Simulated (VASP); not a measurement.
# MgS (F-43m) in VASP: notebook, part 2 of 2

VASP 6.6.1. Earlier steps stand in the parts before.

**5. Single point, r2SCAN**

This run uses another cell than the first one, of 23.65 Å³/atom, 1.061 times its volume.

Contents of POSCAR:

```
MgS
1.0
    0.0000000000      2.8704022176      2.8704022176
    2.8704022176      0.0000000000      2.8704022176
    2.8704022176      2.8704022176      0.0000000000
S Mg
1 1
Direct
    0.2500000000      0.2500000000      0.2500000000
    0.0000000000      0.0000000000      0.0000000000
```

Contents of INCAR.step1:

```
SYSTEM = MgS
  PREC = Accurate
  ENCUT = 520
  ISMEAR = -1
  SIGMA = 0.05
  LREAL = .False.
  LASPH = .True.
  NELM = 80
  NBANDS = 11
  GGA = PE
  ALGO = Normal
  EDIFF = 1E-4
  LWAVE = .True.
  LCHARG = .False.
```

Contents of INCAR.step2:

```
SYSTEM = MgS
  PREC = Accurate
  ENCUT = 520
  EDIFF = 1E-6
  ISMEAR = -1
  SIGMA = 0.05
  LREAL = .False.
  LASPH = .True.
  NELM = 80
  ALGO = Normal
  ISIF = 2
  LWAVE = .False.
  LCHARG = .False.
  METAGGA = R2SCAN
  LMIXTAU = .True.
  NBANDS = 11
  ISTART = 1
```

Contents of KPOINTS:

```
Automatic mesh
0
Gamma
  8 8 8
  0 0 0
```

Potentials or basis: VASP PAW PBE potentials, release 64 (S, Mg).

Started as:

```bash
$ cat potpaw_PBE.64/S/POTCAR potpaw_PBE.64/Mg/POTCAR > POTCAR
$ cp INCAR.step1 INCAR
$ mpirun -np 1 vasp_std > vasp.out
$ cp INCAR.step2 INCAR
$ mpirun -np 1 vasp_std > vasp.out
```

OUTCAR:

```text
SYSTEM = MgS
   PREC = Accurate
   ENCUT = 520
   EDIFF = 1E-6
   ISMEAR = -1
   LREAL = .False.
   LASPH = .True.
   NELM = 80
   ISIF = 2
   METAGGA = R2SCAN
   ISTART = 1

 ion  position               nearest neighbor table
   1  0.250  0.250  0.250-   2 2.49   2 2.49   2 2.49   2 2.49
   2  0.000  0.000  0.000-   1 2.49   1 2.49   1 2.49   1 2.49

  LATTYP: Found a face centered cubic cell.
 ALAT       =     5.7408044352

  Lattice vectors:

 A1 = (   0.0000000000,   2.8704022176,   2.8704022176)
 A2 = (   2.8704022176,   0.0000000000,   2.8704022176)
 A3 = (   2.8704022176,   2.8704022176,   0.0000000000)

Analysis of symmetry for initial positions (statically):
=====================================================================
 Subroutine PRICEL returns:
 Original cell was already a primitive cell.

 Routine SETGRP: Setting up the symmetry group for a
 face centered cubic supercell.

 Subroutine GETGRP returns: Found 24 space group operations
 (whereof 24 operations were pure point group operations)
 out of a pool of 48 trial point group operations.

The static configuration has the point symmetry T_d .

Analysis of symmetry for dynamics (positions and initial velocities):
=====================================================================
 Subroutine PRICEL returns:
 Original cell was already a primitive cell.

 Routine SETGRP: Setting up the symmetry group for a
 face centered cubic supercell.

 Subroutine GETGRP returns: Found 24 space group operations
 (whereof 24 operations were pure point group operations)
 out of a pool of 48 trial point group operations.

The dynamic configuration has the point symmetry T_d .

 Subroutine INISYM returns: Found 24 space group operations
 (whereof 24 operations are pure point group operations),
 and found     1 'primitive' translations

----------------------------------------------------------------------------------------
[... 113 lines left out ...]
     AMIX_MAG =   1.60;   BMIX_MAG =  1.00
  volume/ion in A,a.u.               =      23.65       159.60
  Fermi-wavevector in a.u.,A,eV,Ry     =   0.905355  1.710872 11.152247  0.819667
  Thomas-Fermi vector in A             =   2.028912
   LORBIT       =      0    0 simple, 1 ext, 2 COOP (PROOUT), +10 PAW based schemes
   METAGGA = R2SCAN    functional components
   LHFCALC =     F    Hartree Fock is set to
   AEXX    =    0.0000 exact exchange contribution
   IVDW    =     0    specifies the selected vdW correction
   LEPSILON=     F    determine dielectric tensor
   LRPA    =     F    only Hartree local field effects (RPA)
 non-spin polarized calculation
  energy-cutoff  :      520.00
  volume of cell :       47.30
 maximum number of plane-waves:      1288
   NGX = 15   NGY = 15   NGZ = 15

 number of electron       8.0000000 magnetization

 Free energy of the ion-electron system (eV)
  ---------------------------------------------------
  ext. energy  EPLUGINS =         0.00000000
  ---------------------------------------------------
  free energy    TOTEN  =       -15.43336364 eV

  energy without entropy =      -15.43336364  energy(sigma->0) =      -15.43336364

 E-fermi :   1.5394     XC(G=0):  -8.6113

 val. band max:        0.5182827752   @ k =   0.0000   0.0000   0.0000
 cond. band min:       4.4292787961   @ k =   0.0000   0.0000   0.0000
 fundamental gap:      3.9109960208
 Fermi energy:         1.5393520893

 k-point     1 :       0.0000    0.0000    0.0000
  band No.  band energies     occupation
      1     -11.0849      2.00000
      2       0.5183      2.00000
      3       0.5183      2.00000
      4       0.5183      2.00000
      5       4.4293      0.00000
      6       9.0021      0.00000
      7       9.0021      0.00000
      8       9.0021      0.00000
      9      11.8840      0.00000
     10      11.8840      0.00000
     11      14.8608      0.00000
[... 309 lines left out ...]
 k-point    24 :      -0.3750    0.2500    0.1250
  band No.  band energies     occupation
      1     -10.3459      2.00000
      2      -2.1452      2.00000
      3      -0.7181      2.00000
      4      -0.1032      2.00000
      5       7.0447      0.00000
      6       7.5047      0.00000
      7       9.7574      0.00000
      8       9.8980      0.00000
      9      12.4918      0.00000
     10      13.9473      0.00000
     11      15.2319      0.00000

 [... further k-points ...]
[... 5 lines left out ...]
  --------------------------------------------------------------------------------------
  -------------------------------------------------------------------------------------
  Total       -0.7574867     -0.7574867     -0.7574867      0.0000000      0.0000000     -0.0000000
  in kB      -25.6582681    -25.6582681    -25.6582681      0.0000000      0.0000000     -0.0000000
  external PRESSURE =     -25.6582681 kB  Pullay stress =       0.0000000 kB

 VOLUME and BASIS-vectors are now :
 -----------------------------------------------------------------------------
  energy-cutoff  :      520.00
  volume of cell :       47.30
      direct lattice vectors                 reciprocal lattice vectors
     0.000000000  2.870402218  2.870402218    -0.174191616  0.174191616  0.174191616
     2.870402218  0.000000000  2.870402218     0.174191616 -0.174191616  0.174191616
     2.870402218  2.870402218  0.000000000     0.174191616  0.174191616 -0.174191616

 POSITION                                       TOTAL-FORCE (eV/Angst)
 -----------------------------------------------------------------------------------
      1.43520      1.43520      1.43520         0.000000      0.000000      0.000000
      0.00000      0.00000      0.00000        -0.000000     -0.000000     -0.000000
 -----------------------------------------------------------------------------------
    total drift:                               -0.000001     -0.000001     -0.000001

  FREE ENERGIE OF THE ION-ELECTRON SYSTEM (eV)
  ---------------------------------------------------
  free  energy   TOTEN  =       -15.4333636384 eV

  energy  without entropy=      -15.4333636384  energy(sigma->0) =      -15.43336364
```

OSZICAR.step1:

```text
N       E                     dE             d eps       ncg     rms          rms(c)
DAV:   1     0.260106211969E+02    0.26011E+02   -0.34525E+03   646   0.576E+02
DAV:   2    -0.696570904203E+01   -0.32976E+02   -0.32026E+02   760   0.101E+02
DAV:   3    -0.897671366220E+01   -0.20110E+01   -0.20074E+01   791   0.275E+01
DAV:   4    -0.899439957815E+01   -0.17686E-01   -0.17684E-01   773   0.303E+00
DAV:   5    -0.899460596807E+01   -0.20639E-03   -0.20639E-03   785   0.325E-01    0.394E+00
DAV:   6    -0.849373802405E+01    0.50087E+00   -0.12971E+00   689   0.416E+00    0.299E+00
DAV:   7    -0.846081752630E+01    0.32920E-01   -0.26509E-01   761   0.207E+00    0.234E+00
DAV:   8    -0.846869052307E+01   -0.78730E-02   -0.24980E-02   713   0.947E-01    0.133E+00
DAV:   9    -0.846773159039E+01    0.95893E-03   -0.24991E-03   716   0.243E-01    0.461E-01
DAV:  10    -0.846795562264E+01   -0.22403E-03   -0.78946E-04   701   0.129E-01    0.951E-02
DAV:  11    -0.846796209430E+01   -0.64717E-05   -0.57173E-05   692   0.306E-02
   1 F= -.84679621E+01 E0= -.84679621E+01  d E =-.681093E-10
```

Run time: 45 s. Hardware: 1 thread of Intel Xeon Platinum 8488C (Sapphire Rapids), shared host; peak memory 0.17 GiB.

Results:

```yaml
Free_energy: -15.4334 eV
Pressure: -2.6 GPa
Band_gap_on_the_k_mesh: 3.91 eV, direct
```

Levels at points of the mesh, in eV from the valence-band top:
| k point | band 1 | band 2 | band 3 | band 4 | band 5 | band 6 | band 7 | band 8 |
| --- | --- | --- | --- | --- | --- | --- | --- | --- |
| (0.00, 0.00, 0.00) | -11.60 | 0.00 | 0.00 | 0.00 | 3.91 | 8.48 | 8.48 | 8.48 |
| (0.50, 0.00, 0.00) | -10.97 | -3.01 | -0.32 | -0.32 | 5.63 | 8.15 | 8.15 | 9.05 |
| (0.50, 0.50, 0.00) | -10.76 | -2.70 | -1.00 | -1.00 | 4.34 | 6.20 | 11.71 | 12.92 |

Caveat: the PAW data sets were made with another functional, which shifts forces and pressure a little. r2SCAN opens gaps a little over a GGA but as a rule still falls short of measured ones.

**6. Overview**

| cell | gap on the mesh (eV) | pressure (GPa) |
| --- | --- | --- |
| a = 3.980 Å, angles 60.0°, 2 atoms | 4.23 | 0.8 |
| a = 4.007 Å, angles 60.0°, 2 atoms | 4.12 | -0.4 |
| a = 4.033 Å, angles 60.0°, 2 atoms | 4.01 | -1.5 |
| a = 4.059 Å, angles 60.0°, 2 atoms | 3.91 | -2.6 |

Alike in all rows: task single point; level r2SCAN; potentials or basis VASP PAW PBE potentials, release 64 (S, Mg); no spin polarisation; k mesh 8 × 8 × 8; cutoff (eV) 520; smearing fermi-dirac 0.05 eV.

Caveats: the PAW data sets were made with another functional, which shifts forces and pressure a little.

Absolute energies hang on the potentials; compare differences alone.
